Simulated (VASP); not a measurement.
# Zr3Si2 (P4bm) in VASP: single point with PBEsol

Aim: the single point of Zr3Si2 with PBEsol.

All numbers are computed with VASP 6.6.1; they aren't measurements. Logs are shortened: lines on timing, memory, paths and dates and some standing lists are left out, and cuts for length are marked.

## Step 1: The cell of the first run

The structure is tetragonal, space group P4bm (No. 100). Conventional cell: a = 7.066 Å, b = 7.066 Å, c = 3.644 Å, α = 90.00°, β = 90.00°, γ = 90.00°. Zr (site symmetry m) has 6 Si at 2.66 to 2.87 Å and 5 Zr at 3.18 to 3.49 Å within 3.5 Å. Within 3.7 Å of Zr (site symmetry 4) lie 4 Si at 2.81 Å and 10 Zr at 3.18 to 3.64 Å. Si (site symmetry m) has 1 Si at 2.45 Å and 8 Zr at 2.66 to 2.87 Å within 3.2 Å.

## Step 2: Single point, PBEsol (all Si atoms moved -0.100 Å, as atom 7 along Cartesian [0 0 1])

Input file INCAR:

```
SYSTEM = Zr3Si2
PREC = Accurate
ENCUT = 520
EDIFF = 1E-6
ISMEAR = 0
SIGMA = 0.15
LREAL = .FALSE.
LASPH = .TRUE.
NELM = 80
ALGO = Fast
ISIF = 2
LWAVE = .FALSE.
LCHARG = .TRUE.
GGA = PS
LELF = .TRUE.
LVHAR = .TRUE.
NBANDS = 55
```

Input file KPOINTS:

```
Automatic mesh
0
G
  6 6 12
  0 0 0
```

Input file POSCAR:

```
Zr3Si2
1.0
    7.0655778226      0.0000000000      0.0000000000
    0.0000000000      7.0655778226      0.0000000000
    0.0000000000      0.0000000000      3.6444907344
Zr Si
6 4
Direct
    0.1744786440      0.6744786440      0.5000000000
    0.8255213560      0.3255213560      0.5000000000
    0.3255213560      0.1744786440      0.5000000000
    0.6744786440      0.8255213560      0.5000000000
    0.0000000000      0.0000000000      0.0000000000
    0.5000000000      0.5000000000      0.0000000000
    0.6223900172      0.1223900172     -0.0274386759
    0.3776099828      0.8776099828     -0.0274386759
    0.8776099828      0.6223900172     -0.0274386759
    0.1223900172      0.3776099828     -0.0274386759
```

Potentials or basis: VASP PAW PBE potentials, release 64 (Zr_sv, Si).

Command:

```
cat potpaw_PBE.64/Zr_sv/POTCAR potpaw_PBE.64/Si/POTCAR > POTCAR
mpirun -np 1 vasp_std > vasp.out
```

OUTCAR:

```text
SYSTEM = Zr3Si2
   PREC = Accurate
   ENCUT = 520
   EDIFF = 1E-6
   ISMEAR = 0
   LREAL = .FALSE.
   LASPH = .TRUE.
   NELM = 80
   ISIF = 2
   GGA = PS

 ion  position               nearest neighbor table
   1  0.174  0.674  0.500-   8 2.66   9 2.74  10 2.74   8 2.80   9 2.87  10 2.87   6 3.18   6 3.18
                             5 3.18   5 3.18   2 3.49   3 3.69   4 3.69   3 3.69   4 3.69
   2  0.826  0.326  0.500-   7 2.66   9 2.74  10 2.74   7 2.80   9 2.87  10 2.87   6 3.18   6 3.18
                             5 3.18   5 3.18   1 3.49   3 3.69   4 3.69   4 3.69   3 3.69
   3  0.326  0.174  0.500-  10 2.66   8 2.74   7 2.74  10 2.80   8 2.87   7 2.87   6 3.18   6 3.18
                             5 3.18   5 3.18   4 3.49   2 3.69   1 3.69   1 3.69   2 3.69
   4  0.674  0.826  0.500-   9 2.66   8 2.74   7 2.74   9 2.80   8 2.87   7 2.87   6 3.18   6 3.18
                             5 3.18   5 3.18   3 3.49   2 3.69   1 3.69   2 3.69   1 3.69
   5  0.000  0.000  0.000-   7 2.81   8 2.81   9 2.81  10 2.81   1 3.18   2 3.18   3 3.18   4 3.18
                             1 3.18   2 3.18   3 3.18   4 3.18
   6  0.500  0.500  0.000-   7 2.81   8 2.81   9 2.81  10 2.81   1 3.18   2 3.18   3 3.18   4 3.18
                             1 3.18   2 3.18   3 3.18   4 3.18
   7  0.622  0.122  0.973-   8 2.45   2 2.66   4 2.74   3 2.74   2 2.80   6 2.81   5 2.81   3 2.87
                             4 2.87
   8  0.378  0.878  0.973-   7 2.45   1 2.66   4 2.74   3 2.74   1 2.80   6 2.81   5 2.81   3 2.87
                             4 2.87
   9  0.878  0.622  0.973-  10 2.45   4 2.66   1 2.74   2 2.74   4 2.80   6 2.81   5 2.81   2 2.87
                             1 2.87
  10  0.122  0.378  0.973-   9 2.45   3 2.66   1 2.74   2 2.74   3 2.80   6 2.81   5 2.81   2 2.87
                             1 2.87

  LATTYP: Found a simple tetragonal cell.
 ALAT       =     7.0655778226
 C/A-ratio  =     0.5158092977

  Lattice vectors:

 A1 = (   7.0655778226,   0.0000000000,   0.0000000000)
 A2 = (   0.0000000000,   7.0655778226,   0.0000000000)
 A3 = (   0.0000000000,   0.0000000000,   3.6444907344)

Analysis of symmetry for initial positions (statically):
=====================================================================
 Subroutine PRICEL returns:
 Original cell was already a primitive cell.

 Routine SETGRP: Setting up the symmetry group for a
 simple tetragonal supercell.

 Subroutine GETGRP returns: Found  8 space group operations
 (whereof  4 operations were pure point group operations)
 out of a pool of 16 trial point group operations.

[... 142 lines left out ...]
   PSTRESS=    0.0 pullay stress
   NELECT =      88.0000    total number of electrons
   NUPDOWN=      -1.0000    fix difference up-down
   EMIN   =  10.00;   EMAX   =-10.00  energy-range for DOS
   EFERMI =   0.00;   METHOD = LEGACY
   ISMEAR =     0;   SIGMA  =   0.15  broadening in eV -4-tet -1-fermi 0-gaus
   EFERMI_NEDOS =   21; number of points for ismear=-14 and -15
   IALGO  =     68    algorithm
   IMIX   =      4    mixing-type and parameters
     AMIX     =   0.40;   BMIX     =  1.00
     AMIX_MAG =   1.60;   BMIX_MAG =  1.00
  volume/ion in A,a.u.               =      18.19       122.78
  Fermi-wavevector in a.u.,A,eV,Ry     =   1.285065  2.428420 22.468541  1.651391
  Thomas-Fermi vector in A             =   2.417221
   LORBIT       =      0    0 simple, 1 ext, 2 COOP (PROOUT), +10 PAW based schemes
   GGA     = PS    functional components
   LHFCALC =     F    Hartree Fock is set to
   AEXX    =    0.0000 exact exchange contribution
   IVDW    =     0    specifies the selected vdW correction
   LEPSILON=     F    determine dielectric tensor
   LRPA    =     F    only Hartree local field effects (RPA)
 non-spin polarized calculation
 RMM-DIIS sequential band-by-band and
 Gauss-broadening in eV      SIGMA  =   0.15
  energy-cutoff  :      520.00
  volume of cell :      181.94
 maximum number of plane-waves:      4942
 NGX is ok and might be reduce to    54
   NGX = 27   NGY = 27   NGZ = 13

 number of electron      88.0000002 magnetization

 Free energy of the ion-electron system (eV)
  ---------------------------------------------------
  ext. energy  EPLUGINS =         0.00000000
  ---------------------------------------------------
  free energy    TOTEN  =       -86.94888761 eV

  energy without entropy =      -86.86165178  energy(sigma->0) =      -86.90526970

 E-fermi :   9.6318     XC(G=0): -11.5735

 val. band max:        9.6282961676   @ k =   0.3333   0.3333   0.0000
 cond. band min:       9.6345005664   @ k =   0.5000   0.1667   0.2500
 fundamental gap:      0.0062043987
 Fermi energy:         9.6317614527

 k-point     1 :       0.0000    0.0000    0.0000
  band No.  band energies     occupation
      1     -38.5610      2.00000
      2     -38.5027      2.00000
      3     -38.5023      2.00000
      4     -38.5023      2.00000
      5     -38.4254      2.00000
      6     -38.3843      2.00000
[... 1381 lines left out ...]
     54      12.6410      0.00000
     55      12.7544      0.00000

 [... further k-points ...]

------------------------ aborting loop because EDIFF is reached ----------------------------------------

  FORCE on cell =-STRESS in cart. coord.  units (eV):
  Direction    XX          YY          ZZ          XY          YZ          ZX
  --------------------------------------------------------------------------------------
  -------------------------------------------------------------------------------------
  Total        0.6302401      0.6302401      0.5596628      0.0000000      0.0000000      0.0000000
  in kB        5.5498903      5.5498903      4.9283867      0.0000000      0.0000000      0.0000000
  external PRESSURE =       5.3427224 kB  Pullay stress =       0.0000000 kB

 VOLUME and BASIS-vectors are now :
 -----------------------------------------------------------------------------
  energy-cutoff  :      520.00
  volume of cell :      181.94
      direct lattice vectors                 reciprocal lattice vectors
     7.065577823  0.000000000  0.000000000     0.141531241  0.000000000  0.000000000
     0.000000000  7.065577823  0.000000000     0.000000000  0.141531241  0.000000000
     0.000000000  0.000000000  3.644490734     0.000000000  0.000000000  0.274386759

 POSITION                                       TOTAL-FORCE (eV/Angst)
 -----------------------------------------------------------------------------------
      1.23279      4.76558      1.82225         0.004766      0.004766     -0.762082
      5.83279      2.30000      1.82225        -0.004766     -0.004766     -0.762082
      2.30000      1.23279      1.82225        -0.004766      0.004766     -0.762082
      4.76558      5.83279      1.82225         0.004766     -0.004766     -0.762082
      0.00000      0.00000      0.00000        -0.000000      0.000000     -0.169563
      3.53279      3.53279      0.00000        -0.000000      0.000000     -0.169563
      4.39755      0.86476      3.54449         0.003814      0.003814      0.846864
      2.66803      6.20082      3.54449        -0.003814     -0.003814      0.846864
      6.20082      4.39755      3.54449        -0.003814      0.003814      0.846864
      0.86476      2.66803      3.54449         0.003814     -0.003814      0.846864
 -----------------------------------------------------------------------------------
    total drift:                               -0.000000     -0.000000      0.001291

  FREE ENERGIE OF THE ION-ELECTRON SYSTEM (eV)
  ---------------------------------------------------
  free  energy   TOTEN  =       -86.9488876097 eV

  energy  without entropy=      -86.8616517823  energy(sigma->0) =      -86.90526970
```

stdout:

```text
POSCAR found type information on POSCAR ZrSi
 POSCAR found :  2 types and      10 ions
 scaLAPACK will be used
 -----------------------------------------------------------------------------
|                                                                             |
|                                                                             |
[... 31 lines left out ...]
WARNING in EDDRMM: call to ZHEGV failed, returncode =   6  3     10
WARNING in EDDRMM: call to ZHEGV failed, returncode =   8  4     23
WARNING in EDDRMM: call to ZHEGV failed, returncode =   6  3      8
WARNING in EDDRMM: call to ZHEGV failed, returncode =   8  4     10
WARNING in EDDRMM: call to ZHEGV failed, returncode =   8  4     18
WARNING in EDDRMM: call to ZHEGV failed, returncode =   6  3     30
WARNING in EDDRMM: call to ZHEGV failed, returncode =   8  4     13
WARNING in EDDRMM: call to ZHEGV failed, returncode =   6  3     12
```

It took 38 min on 1 thread of Intel Xeon 8259CL, shared host; peak memory 0.61 GiB.

What came out:

```
Free energy            : -86.9489 eV
Pressure               : 0.5 GPa
Largest force          : 0.847 eV/Å
Band gap on the k mesh : zero (bands 44 and 45 overlap by 1.23 eV)
```

Forces in eV/Å, atoms in the order of the input:
```
Zr   0.005  0.005 -0.762
Zr  -0.005 -0.005 -0.762
Zr  -0.005  0.005 -0.762
Zr   0.005 -0.005 -0.762
Zr   0.000  0.000 -0.170
Zr   0.000  0.000 -0.170
Si   0.004  0.004  0.847
Si  -0.004 -0.004  0.847
Si  -0.004  0.004  0.847
Si   0.004 -0.004  0.847
```

Caveat: the cell differs from its parent crystal (all Si atoms moved -0.100 Å, as atom 7 along Cartesian [0 0 1]); the PAW data sets were made with another functional, which shifts forces and pressure a little.
